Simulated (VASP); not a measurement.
Crystal: GaS.

```
Ga S
1.0
     3.58500    0.00000    0.00000
    -1.79250    3.10470    0.00000
     0.00000    0.00000   15.50000
Ga S
4 4
Direct
  0.33333 0.66667 0.17000
  0.66667 0.33333 0.67000
  0.33333 0.66667 0.33000
  0.66667 0.33333 0.83000
  0.33333 0.66667 0.60000
  0.66667 0.33333 0.10000
  0.33333 0.66667 0.90000
  0.66667 0.33333 0.40000
```

| Quantity | Value |
| --- | --- |
| Program | VASP 6.6.1 |
| Task | relaxation of cell and atoms |
| Functional | PBEsol |
| Potentials or basis | VASP PAW PBE potentials, release 64 (Ga_d, S) |
| Cutoff | 500 eV |
| k mesh | 12 × 12 × 2 |
| Occupations | gaussian, width 0.02 eV |
| Spin | no spin polarisation |

At the start: pressure -0.9 GPa; volume 21.57 Å³/atom.

Task: Where does the relaxation end?

Result: Over 18 steps the energy falls by 3.6 meV/atom and the volume is 21.93 Å³/atom (+1.7 %); space group P6_3/mmc (No. 194, to 0.1 Å) before and after.

Step by step:
```csv
step,energy change (eV),largest force (eV/Å),pressure (GPa),volume (Å³)
1,0.0000,0.2154,-0.94,172.52
2,-0.0137,0.0861,0.35,169.37
3,-0.0139,0.1009,0.21,169.70
4,-0.0155,0.0675,0.03,170.08
5,-0.0156,0.0727,0.01,170.11
6,-0.0174,0.0740,0.02,170.38
7,-0.0210,0.0785,0.05,171.13
8,-0.0222,0.0917,0.10,172.62
9,-0.0227,0.0866,0.05,172.16
10,-0.0243,0.0696,0.09,172.52
11,-0.0276,0.0186,0.17,173.60
12,-0.0265,0.0813,0.35,175.76
13,-0.0283,0.0256,0.22,174.52
14,-0.0287,0.0164,-0.10,175.76
15,-0.0288,0.0119,-0.01,175.37
16,-0.0289,0.0111,-0.01,175.43
17,-0.0289,0.0098,-0.01,175.43
18,-0.0289,0.0044,0.00,175.40
```

Final structure:
```
Ga S
1.0
     3.56640    0.00000    0.00000
    -1.78320    3.08859    0.00000
     0.00000    0.00000   15.92376
Ga S
4 4
Direct
  0.33333 0.66667 0.17351
  0.66667 0.33333 0.67351
  0.33333 0.66667 0.32649
  0.66667 0.33333 0.82649
  0.33333 0.66667 0.60525
  0.66667 0.33333 0.10525
  0.33333 0.66667 0.89475
  0.66667 0.33333 0.39475
```

Caveat: the PAW data sets were made with another functional, which shifts forces and pressure a little; this functional lacks dispersion, which binds the layers, so the pressure and a relaxed spacing across them are unreliable.
